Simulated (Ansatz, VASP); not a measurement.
Two plane-wave programs on Bi2Se3

Contents of INCAR:

```
SYSTEM = Bi2Se3
  PREC = Accurate
  ENCUT = 520
  EDIFF = 1E-8
  ISMEAR = -1
  SIGMA = 0.03
  LREAL = .False.
  LASPH = .True.
  NELM = 80
  ALGO = Normal
  ISIF = 2
  LWAVE = .False.
  LCHARG = .False.
  GGA = PE
  LEFG = .True.
  NBANDS = 32
```

The input KPOINTS:

```
regular mesh
0
Gamma
  6 6 6
  0 0 0
```

Contents of POSCAR:

```
Bi2Se3
1.0
    2.0575961980      1.1879537188      9.4812654522
   -2.0575961980      1.1879537188      9.4812654522
    0.0000000000     -2.3759074377      9.4812654522
Bi Se
2 3
Direct
    0.4008000000      0.4008000000      0.4008000000
    0.5992000000      0.5992000000      0.5992000000
    0.0000000000      0.0000000000      0.0000000000
    0.2117000000      0.2117000000      0.2117000000
    0.7883000000      0.7883000000      0.7883000000
```

Input for Ansatz:

```yaml
crystal:
  lattice:
    - [2.057596198, 1.1879537188, 9.4812654522]
    - [-2.057596198, 1.1879537188, 9.4812654522]
    - [0.0, -2.3759074377, 9.4812654522]
  atoms:
    - { symbol: Bi, position: [0.4008, 0.4008, 0.4008] }
    - { symbol: Bi, position: [0.5992, 0.5992, 0.5992] }
    - { symbol: Se, position: [0.0, 0.0, 0.0] }
    - { symbol: Se, position: [0.2117, 0.2117, 0.2117] }
    - { symbol: Se, position: [0.7883, 0.7883, 0.7883] }
kpoints:
  mp_grid: { grid: [6, 6, 6] }
scf:
  occupations: { method: fermi_dirac, width: 0.03 }
hamiltonian:
  xc: pbe
  pseudopotentials: { kind: paw }
output:
  forces: true
  stress: true
  eigenvalues: true
  efg: { contact_densities: true }
```

Change from the starting cell: volume scaled by 0.98, PAW files.

Alike in both runs: task electric field gradients; functional PBE; k mesh 6 × 6 × 6; occupations fermi-dirac, width 0.03 eV; no spin polarisation.

|  | VASP | Ansatz |
| --- | --- | --- |
| version | VASP 6.6.1 | Ansatz 0.2.0 |
| potentials or method | VASP PAW PBE potentials, release 64 (Bi_d, Se) | PAW with Ansatz's default frozen-core files, scalar-relativistic |
| plane-wave cutoff (eV) | 520 | 420 |
| valence electrons in the cell | 48 | 78 |

|  | VASP | Ansatz | Ansatz less VASP |
| --- | --- | --- | --- |
| pressure (GPa) | 4.0 | 4.0 | -0.03 |
| rms of the force components (eV/Å) | 0.159 | 0.153 | -0.0064 |
| size of Vzz on the site where it differs most (V/Å²) | 5.2 | 1.8 | -3.42 |

Atom by atom the forces differ by 0.006 eV/Å (rms over components). VASP's potentials hold 48 valence electrons a cell and Ansatz's 78, so a difference there can come from the potentials and not from the codes.

Spin-orbit coupling is off throughout.
